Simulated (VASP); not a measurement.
## From VASP inputs to Ansatz: CdSiN2 (strained II-IV-V2 ordering on zincblende lattice)

INCAR

```
LREAL = .FALSE.
IBRION = -1
NBANDS = 21
NELM = 120
ISIF = 2
METAGGA = R2SCAN
SIGMA = 0.01
EDIFF = 1E-7
PREC = Accurate
ISMEAR = 0
LWAVE = .FALSE.
NSW = 0
ALGO = Normal
ENCUT = 520
LASPH = .TRUE.
LCHARG = .FALSE.
```

KPOINTS

```
KPOINTS created by Atomic Simulation Environment
0
Gamma
8 8 6
0 0 0
```

KPOINTS_OPT

```
special points
6
Reciprocal
0.0000000000 0.0000000000 0.0000000000 1
0.0000000000 0.5000000000 0.0000000000 1
0.5000000000 0.5000000000 0.0000000000 1
0.0000000000 0.0000000000 0.5000000000 1
0.0000000000 0.5000000000 0.5000000000 1
0.5000000000 0.5000000000 0.5000000000 1
```

POSCAR

```
Cd N  Si
 1.0000000000000000
     3.1195469186000002    0.0000000000000000    0.0000000000000000
     0.0000000000000000    3.1195469186000002    0.0000000000000000
     0.0000000000000000    0.0000000000000000    4.9845767749999998
 Cd  N   Si
   1   2   1
Cartesian
 -0.0000000000000000  0.0000000000000000  0.0000000000000000
  0.0000000000000000  1.5597734593000001  1.6037811972773017
  1.5597734593000001  0.0000000000000000  3.3807955777226981
  1.5597734593000001  1.5597734593000001  2.4922883874999999
```

VASP ran with the recommended PBE PAW datasets (26 valence electrons in the cell).

Write an Ansatz input for this cell and level of theory.



```yaml
crystal:
  lattice:
    - [3.1195469186, 0.0, 0.0]
    - [0.0, 3.1195469186, 0.0]
    - [0.0, 0.0, 4.984576775]
  atoms:
    - { symbol: Cd, position: [0.0, 0.0, 0.0] }
    - { symbol: "N", position: [0.0, 0.5, 0.32174872] }
    - { symbol: Si, position: [0.5, 0.5, 0.5] }
    - { symbol: "N", position: [0.5, 0.0, 0.67825128] }
kpoints:
  mp_grid: { grid: [8, 8, 6] }
  band_path:
    path:
      - [0.0, 0.0, 0.0]
      - [0.0, 0.5, 0.0]
      - [0.5, 0.5, 0.0]
      - [0.0, 0.0, 0.5]
      - [0.0, 0.5, 0.5]
      - [0.5, 0.5, 0.5]
    npoints: 1
hamiltonian:
  xc: r2scan
scf:
  occupations: { method: fixed }
  n_extra_bands: 5
output:
  forces: true
  stress: true
  eigenvalues: true
```

Other inputs would serve too.

Each program uses its own PAW datasets. VASP's cell holds 26 valence electrons and Ansatz's 34. Ansatz's stress includes a Pulay correction; VASP's doesn't.

VASP's potentials hold 26 valence electrons a cell and Ansatz's 34, so a difference between the two programs can come from the potentials and not from the codes.
